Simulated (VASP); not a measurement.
# As (R-3m) in VASP: notebook

The runs below take As through single point, relaxation of cell and atoms, with PBE.

Everything below comes from runs of VASP 6.6.1. Logs are shortened: lines on timing, memory, paths and dates and some standing lists are left out, and cuts for length are marked.

**1. The cell of the first run**

Symmetry: R-3m, No. 166, trigonal system. Conventional cell: a = 3.807 Å, b = 3.807 Å, c = 10.824 Å, α = 90.00°, β = 90.00°, γ = 120.00°. Within 3.4 Å of As (site symmetry 3m) lie 6 As at 2.55 to 3.19 Å.

**2. Single point, PBE**

Contents of INCAR:

```
PREC = Accurate ; ENCUT = 520
EDIFF = 1E-6 ; ISMEAR = -1
SIGMA = 0.1 ; LREAL = F
LASPH = T ; NELM = 80
ALGO = Normal ; ISIF = 2
LWAVE = F ; LCHARG = F
GGA = PE ; NBANDS = 12
```

Contents of KPOINTS:

```
regular mesh
0
Gamma
  10 10 10
```

Contents of POSCAR:

```
As
1.0
    1.9036109523      1.0990502958      3.6081612956
   -1.9036109523      1.0990502958      3.6081612956
    0.0000000000     -2.1981005915      3.6081612956
As
2
Direct
    0.7737100447      0.7737100447      0.7737100447
    0.2262899553      0.2262899553      0.2262899553
```

Potentials or basis: VASP PAW PBE potentials, release 64 (As).

Command:

```console
cat potpaw_PBE.64/As/POTCAR > POTCAR
mpirun -np 1 vasp_std > vasp.out
```

OUTCAR:

```text
PREC = Accurate
   ENCUT = 520
   EDIFF = 1E-6
   ISMEAR = -1
   LREAL = F
   LASPH = T
   NELM = 80
   ISIF = 2
   GGA = PE

 ion  position               nearest neighbor table
   1  0.774  0.774  0.774-   2 2.55   2 2.55   2 2.55
   2  0.226  0.226  0.226-   1 2.55   1 2.55   1 2.55

  LATTYP: Found a trigonal (rhomboedric) cell.
 ALAT       =     4.2249821474
 COS(alpha) =     0.5939900948

  Lattice vectors:

 A1 = (   1.9036109523,   1.0990502958,   3.6081612956)
 A2 = (  -1.9036109523,   1.0990502958,   3.6081612956)
 A3 = (   0.0000000000,  -2.1981005915,   3.6081612956)

Analysis of symmetry for initial positions (statically):
=====================================================================
 Subroutine PRICEL returns:
 Original cell was already a primitive cell.

 Routine SETGRP: Setting up the symmetry group for a
 trigonal (rhombohedral) supercell.

 Subroutine GETGRP returns: Found 12 space group operations
 (whereof 12 operations were pure point group operations)
 out of a pool of 12 trial point group operations.

The static configuration has the point symmetry D_3d.

Analysis of symmetry for dynamics (positions and initial velocities):
=====================================================================
 Subroutine PRICEL returns:
 Original cell was already a primitive cell.

 Routine SETGRP: Setting up the symmetry group for a
 trigonal (rhombohedral) supercell.

 Subroutine GETGRP returns: Found 12 space group operations
 (whereof 12 operations were pure point group operations)
 out of a pool of 12 trial point group operations.

The dynamic configuration has the point symmetry D_3d.

 Subroutine INISYM returns: Found 12 space group operations
 (whereof 12 operations are pure point group operations),
 and found     1 'primitive' translations

----------------------------------------------------------------------------------------

                                     Primitive cell

  volume of cell :      45.2932

  direct lattice vectors                    reciprocal lattice vectors
     1.903610952  1.099050296  3.608161296     0.262658712  0.151646078  0.092383158
    -1.903610952  1.099050296  3.608161296    -0.262658712  0.151646078  0.092383158
     0.000000000 -2.198100591  3.608161296     0.000000000 -0.303292156  0.092383158

  length of vectors
     4.224982147  4.224982147  4.224982147     0.317050121  0.317050121  0.317050121

  position of ions in fractional coordinates (direct lattice)
     0.773710045  0.773710045  0.773710045
     0.226289955  0.226289955  0.226289955

  ion indices of the primitive-cell ions
   primitive index   ion index
                 1           1
                 2           2

----------------------------------------------------------------------------------------

 KPOINTS: regular mesh

Automatic generation of k-mesh.
 Grid dimensions read from file:
 generate k-points for:   10   10   10

 Generating k-lattice:

  Cartesian coordinates                     Fractional coordinates (reciprocal lattice)
     0.026265871  0.015164608  0.009238316     0.100000000  0.000000000  0.000000000
    -0.026265871  0.015164608  0.009238316     0.000000000  0.100000000  0.000000000
     0.000000000 -0.030329216  0.009238316    -0.000000000 -0.000000000  0.100000000

  Length of vectors
     0.031705012  0.031705012  0.031705012

  Shift w.r.t. Gamma in fractional coordinates (k-lattice)
     0.000000000  0.000000000  0.000000000

 Subroutine IBZKPT returns following result:
 ===========================================

 Found    116 irreducible k-points:

 Following reciprocal coordinates:
            Coordinates               Weight
  0.000000  0.000000  0.000000      1.000000
  0.100000  0.000000  0.000000      6.000000
  0.200000  0.000000  0.000000      6.000000
  0.300000 -0.000000 -0.000000      6.000000
  0.400000  0.000000  0.000000      6.000000
  0.500000  0.000000  0.000000      3.000000
[... 16 lines left out ...]
  0.300000  0.300000 -0.000000      6.000000
  0.400000  0.300000 -0.000000     12.000000
 [... further k-points ...]
   k-points           NKPTS =    116   k-points in BZ     NKDIM =    116   number of bands    NBANDS=     12
   number of dos      NEDOS =    301   number of ions     NIONS =      2
   total plane-waves  NPLWV =  32768
   dimension x,y,z NGX =    32 NGY =   32 NGZ =   32
   dimension x,y,z NGXF=    64 NGYF=   64 NGZF=   64
   ions per type =               2
   NGX,Y,Z   is equivalent  to a cutoff of  12.59, 12.59, 12.59 a.u.
   NGXF,Y,Z  is equivalent  to a cutoff of  25.18, 25.18, 25.18 a.u.
 SYSTEM =  unknown system
   PREC   = accura    normal or accurate (medium, high low for compatibility)
   ISTART =      0    job   : 0-new  1-cont  2-samecut
   ICHARG =      2    charge: 1-file 2-atom 10-const
   ISPIN  =      1    spin polarized calculation?
   LNONCOLLINEAR =      F non collinear calculations
   LSORBIT =      F    spin-orbit coupling
   LASPH  =      T    aspherical Exc in radial PAW
   ENCUT  =  520.0 eV  38.22 Ry    6.18 a.u.   7.86  7.86  7.86*2*pi/ulx,y,z
   NELM   =     80;   NELMIN=  2; NELMDL= -5     # of ELM steps
   EDIFF  = 0.1E-05   stopping-criterion for ELM
   LREAL  =      F    real-space projection
   EDIFFG = 0.1E-04   stopping-criterion for IOM
   NSW    =      0    number of steps for IOM
   IBRION =     -1    ionic relax: 0-MD 1-quasi-New 2-CG
   NFREE  =      0    steps in history (QN), initial steepest desc. (CG)
   ISIF   =      2    stress and relaxation
   ISYM   =      2    0-nonsym 1-usesym 2-fastsym
   POTIM  = 0.5000    time-step for ionic-motion
   TEBEG  =    0.0;   TEEND  =   0.0 temperature during run
   PSTRESS=    0.0 pullay stress
   NELECT =      10.0000    total number of electrons
   NUPDOWN=      -1.0000    fix difference up-down
   EMIN   =  10.00;   EMAX   =-10.00  energy-range for DOS
   EFERMI =   0.00;   METHOD = LEGACY
   ISMEAR =    -1;   SIGMA  =   0.10  broadening in eV -4-tet -1-fermi 0-gaus
   EFERMI_NEDOS =   21; number of points for ismear=-14 and -15
   IALGO  =     38    algorithm
   IMIX   =      4    mixing-type and parameters
     AMIX     =   0.40;   BMIX     =  1.00
     AMIX_MAG =   1.60;   BMIX_MAG =  1.00
  volume/ion in A,a.u.               =      22.65       152.83
  Fermi-wavevector in a.u.,A,eV,Ry     =   0.989458  1.869804 13.320461  0.979026
  Thomas-Fermi vector in A             =   2.121058
   LORBIT       =      0    0 simple, 1 ext, 2 COOP (PROOUT), +10 PAW based schemes
   GGA     = PE    functional components
   LHFCALC =     F    Hartree Fock is set to
   AEXX    =    0.0000 exact exchange contribution
   IVDW    =     0    specifies the selected vdW correction
   LEPSILON=     F    determine dielectric tensor
   LRPA    =     F    only Hartree local field effects (RPA)
 non-spin polarized calculation
  energy-cutoff  :      520.00
  volume of cell :       45.29
 maximum number of plane-waves:      1235
   NGX = 15   NGY = 15   NGZ = 15

 number of electron      10.0000000 magnetization

 number of electron       9.9999999 magnetization

 Free energy of the ion-electron system (eV)
  ---------------------------------------------------
  ext. energy  EPLUGINS =         0.00000000
  ---------------------------------------------------
  free energy    TOTEN  =        -9.34977696 eV

  energy without entropy =       -9.34258173  energy(sigma->0) =       -9.34617935

 E-fermi :   4.9962     XC(G=0):  -9.7437

 val. band max:        4.9542896314   @ k =   0.4000   0.1000   0.1000
 cond. band min:       5.0190833242   @ k =   0.4000   0.3000   0.3000
 fundamental gap:      0.0647936928
 Fermi energy:         4.9961551769

 k-point     1 :       0.0000    0.0000    0.0000
  band No.  band energies     occupation
      1      -9.7110      2.00000
      2      -1.1673      2.00000
      3       2.4840      2.00000
      4       3.0505      2.00000
      5       3.0505      2.00000
      6       6.5364      0.00000
      7       7.7360      0.00000
      8       7.7360      0.00000
      9      11.8811      0.00000
     10      11.8811      0.00000
     11      12.2469      0.00000
     12      13.6569      0.00000

 k-point     2 :       0.1000    0.0000    0.0000
  band No.  band energies     occupation
      1      -9.5829      2.00000
      2      -1.5528      2.00000
      3       2.5308      2.00000
      4       2.9303      2.00000
      5       2.9489      2.00000
      6       6.7755      0.00000
      7       7.4725      0.00000
      8       7.6502      0.00000
      9      11.0696      0.00000
     10      11.6675      0.00000
     11      11.7691      0.00000
     12      14.3510      0.00000

 k-point     3 :       0.2000    0.0000    0.0000
  band No.  band energies     occupation
      1      -9.2022      2.00000
      2      -2.5445      2.00000
      3       2.3097      2.00000
      4       2.7120      2.00000
      5       3.1840      2.00000
      6       6.4232      0.00000
      7       7.1822      0.00000
      8       7.3234      0.00000
      9      10.7727      0.00000
     10      11.3770      0.00000
     11      12.1953      0.00000
     12      15.9360      0.00000
[... 286 lines left out ...]
 k-point    23 :       0.3000    0.3000   -0.0000
  band No.  band energies     occupation
      1      -8.4041      2.00000
      2      -3.4687      2.00000
      3       0.4409      2.00000
      4       1.6025      2.00000
      5       2.2782      2.00000
      6       6.9006      0.00000
      7       8.2001      0.00000
      8       9.2544      0.00000
      9      10.8826      0.00000
     10      14.0371      0.00000
     11      14.0520      0.00000
     12      15.7198      0.00000

 k-point    24 :       0.4000    0.3000   -0.0000
  band No.  band energies     occupation
      1      -7.9070      2.00000
      2      -4.0649      2.00000
      3       0.0075      2.00000
      4       1.2123      2.00000
      5       1.9078      2.00000
      6       7.2241      0.00000
      7       9.0349      0.00000
      8       9.2312      0.00000
      9      10.5359      0.00000
     10      15.1977      0.00000
     11      15.3753      0.00000
     12      16.1511      0.00000

 [... further k-points ...]

------------------------ aborting loop because EDIFF is reached ----------------------------------------

  FORCE on cell =-STRESS in cart. coord.  units (eV):
  Direction    XX          YY          ZZ          XY          YZ          ZX
  --------------------------------------------------------------------------------------
  -------------------------------------------------------------------------------------
  Total        0.0811872      0.0811872      0.0539983      0.0000000      0.0000000      0.0000000
  in kB        2.8718741      2.8718741      1.9101068      0.0000000      0.0000000      0.0000000
  external PRESSURE =       2.5512850 kB  Pullay stress =       0.0000000 kB

 VOLUME and BASIS-vectors are now :
 -----------------------------------------------------------------------------
  energy-cutoff  :      520.00
  volume of cell :       45.29
      direct lattice vectors                 reciprocal lattice vectors
     1.903610952  1.099050296  3.608161296     0.262658712  0.151646078  0.092383158
    -1.903610952  1.099050296  3.608161296    -0.262658712  0.151646078  0.092383158
     0.000000000 -2.198100591  3.608161296     0.000000000 -0.303292156  0.092383158

 POSITION                                       TOTAL-FORCE (eV/Angst)
 -----------------------------------------------------------------------------------
      0.00000      0.00000      8.37501         0.000000     -0.000000     -0.049335
      0.00000      0.00000      2.44947         0.000000      0.000000      0.049335
 -----------------------------------------------------------------------------------
    total drift:                                0.000000     -0.000000      0.000000

  FREE ENERGIE OF THE ION-ELECTRON SYSTEM (eV)
  ---------------------------------------------------
  free  energy   TOTEN  =        -9.3497769603 eV

  energy  without entropy=       -9.3425817347  energy(sigma->0) =       -9.34617935
```

It took 28 s on 1 thread of Intel Xeon Platinum 8259CL at 2.50GHz (Skylake/Cascade Lake), shared host; peak memory 0.2 GiB.

Results:

```
Free energy            : -9.3498 eV
Pressure               : 0.3 GPa
Largest force          : 0.049 eV/Å
Band gap on the k mesh : zero (bands 5 and 6 overlap by 0.40 eV)
```

Forces on the atoms (eV/Å):
```
As   0.000  0.000 -0.049
As   0.000  0.000  0.049
```

Levels at points of the mesh, in eV from the Fermi level:
| k point | band 1 | band 2 | band 3 | band 4 | band 5 | band 6 | band 7 | band 8 | band 9 | band 10 |
| --- | --- | --- | --- | --- | --- | --- | --- | --- | --- | --- |
| (0.00, 0.00, 0.00) | -14.71 | -6.16 | -2.51 | -1.95 | -1.95 | 1.54 | 2.74 | 2.74 | 6.88 | 6.88 |
| (0.50, 0.00, 0.00) | -12.13 | -10.92 | -2.83 | -2.77 | -0.52 | -0.36 | 0.33 | 1.39 | 8.73 | 8.73 |
| (0.50, 0.50, 0.00) | -12.12 | -9.70 | -5.76 | -4.06 | -3.93 | 1.54 | 5.06 | 6.57 | 6.71 | 10.37 |
| (0.50, 0.50, 0.50) | -13.57 | -9.83 | -1.70 | -1.70 | -0.70 | 0.81 | 0.81 | 1.65 | 7.83 | 10.16 |

**3. Relaxation of cell and atoms, PBE**

This run uses another cell than the first one, of 21.53 Å³/atom.

Contents of INCAR:

```
PREC = Accurate
ENCUT = 600
EDIFF = 1E-6
ISMEAR = -1
SIGMA = 0.1
LREAL = False
LASPH = True
NELM = 100
ALGO = Normal
ISIF = 3
LWAVE = False
LCHARG = False
GGA = PE
IBRION = 2
NSW = 80
EDIFFG = -0.01
```

Contents of KPOINTS:

```
Automatic mesh
0
Gamma
  10 10 10
```

Contents of POSCAR:

```
As
1.0
    1.8807975058      1.0858789463      3.5140618606
   -1.8807975058      1.0858789463      3.5140618606
    0.0000000000     -2.1717578925      3.5140618606
As
2
Direct
    0.7740000000      0.7740000000      0.7740000000
    0.2260000000      0.2260000000      0.2260000000
```

Potentials or basis: VASP PAW PBE potentials, release 64 (As).

Command:

```console
cat potpaw_PBE.64/As/POTCAR > POTCAR
mpirun -np 1 vasp_std > vasp.out
```

Wall time 3.1 min (1 thread of Intel Xeon Platinum 8259CL at 2.50GHz (Skylake/Cascade Lake), shared host); peak memory 0.24 GiB.

It converged, with:

```
Free energy                           : -9.3500 eV
Relaxed volume                        : 22.60 Å³/atom
Relaxed cell                          : a = 4.209 Å, b = 4.209 Å, c = 4.209 Å, α = 53.89°, β = 53.89°, γ = 53.89°
Space group after relaxing (to 0.1 Å) : R-3m (No. 166)
Energy gained by relaxing             : 14.8 meV/atom
Ionic steps                           : 10
Pressure after relaxing               : 0.0 GPa
Largest force after relaxing          : 0.008 eV/Å
Band gap on the k mesh                : zero (bands 5 and 6 overlap by 0.38 eV)
```

Forces in eV/Å, atoms in the order of the input:
```
As   0.000  0.000  0.008
As   0.000  0.000 -0.008
```

The path:
| step | energy change (eV) | largest force (eV/Å) | pressure (GPa) | volume (Å³) |
| --- | --- | --- | --- | --- |
| 1 | 0.0000 | 0.4946 | 4.06 | 43.06 |
| 2 | -0.0109 | 0.3873 | -2.68 | 46.55 |
| 3 | -0.0293 | 0.0227 | 0.04 | 44.95 |
| 4 | -0.0293 | 0.0130 | 0.11 | 44.91 |
| 5 | -0.0293 | 0.0071 | 0.09 | 44.95 |
| 6 | -0.0294 | 0.0112 | 0.05 | 45.08 |
| 7 | -0.0295 | 0.0193 | 0.02 | 45.14 |
| 8 | -0.0295 | 0.0025 | -0.04 | 45.19 |
| 9 | -0.0295 | 0.0103 | -0.09 | 45.23 |
| 10 | -0.0296 | 0.0076 | 0.00 | 45.20 |

Final structure:
```
As
1.0
     1.90725    1.10115    3.58724
    -1.90725    1.10115    3.58724
     0.00000   -2.20231    3.58724
As
2
Direct
  0.77319 0.77319 0.77319
  0.22681 0.22681 0.22681
```

Levels at points of the mesh, in eV from the Fermi level:
```tsv
k point	band 1	band 2	band 3	band 4	band 5	band 6	band 7	band 8	band 9
(0.00, 0.00, 0.00)	-14.68	-6.13	-2.48	-1.94	-1.94	1.61	2.77	2.77	6.84
(0.50, 0.00, 0.00)	-12.10	-10.92	-2.76	-2.72	-0.49	-0.36	0.32	1.33	8.80
(0.50, 0.50, 0.00)	-12.09	-9.66	-5.78	-4.06	-3.93	1.58	5.09	6.54	6.76
(0.50, 0.50, 0.50)	-13.49	-9.86	-1.68	-1.68	-0.70	0.77	0.77	1.63	7.89
```

(Part 1 of 2 ends here.)

The gap in the log of VASP goes by the Fermi energy; the results here count the filled bands.